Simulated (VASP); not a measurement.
A run of VASP 6.6.1 is set up as follows.

Contents of POSCAR:

```
Ti
1.0
    4.6593821455      0.0000000000      0.0000000000
   -2.3296910727      4.0351433039      0.0000000000
    0.0000000000      0.0000000000      2.8810541875
Ti
3
Direct
    0.0000000000      0.0000000000      0.0000000000
    0.3333333333      0.6666666667      0.5000000000
    0.6666666667      0.3333333333      0.5000000000
```

INCAR.step1

```
ALGO = Normal ; EDIFF = 1E-4
ENCUT = 520 ; GGA = PE
ISMEAR = 0 ; LASPH = True
LCHARG = False ; LREAL = False
LWAVE = True ; NBANDS = 25
NELM = 100 ; PREC = Accurate
SIGMA = 0.1
```

File INCAR.step2:

```
ALGO = Normal ; EDIFF = 1E-6
ENCUT = 520 ; ISIF = 2
ISMEAR = 0 ; ISTART = 1
LASPH = True ; LCHARG = False
LMIXTAU = True ; LREAL = False
LWAVE = False ; METAGGA = R2SCAN
NBANDS = 25 ; NELM = 100
PREC = Accurate ; SIGMA = 0.1
```

File KPOINTS:

```
k-points
0
Gamma
  12 12 18
```

Potentials or basis: VASP PAW PBE potentials, release 64 (Ti_sv).

Command:

```bash
$ cat potpaw_PBE.64/Ti_sv/POTCAR > POTCAR
$ cp INCAR.step1 INCAR
$ mpirun -np 1 vasp_std > vasp.out
$ cp INCAR.step2 INCAR
$ mpirun -np 1 vasp_std > vasp.out
```

Estimate the pressure.

-6.0 GPa.

Estimate the band gap on the k mesh.

zero (bands 18 and 19 overlap by 0.22 eV).

Stress tensor (GPa, compression positive):
```
-5.77  0.00  0.00
 0.00 -5.77  0.00
 0.00  0.00 -6.32
```

Caveat: the cell differs from its parent crystal (equal strain along all axes, cell held: +2.0 %); the cell stands under tension; the PAW data sets were made with another functional, which shifts forces and pressure a little.
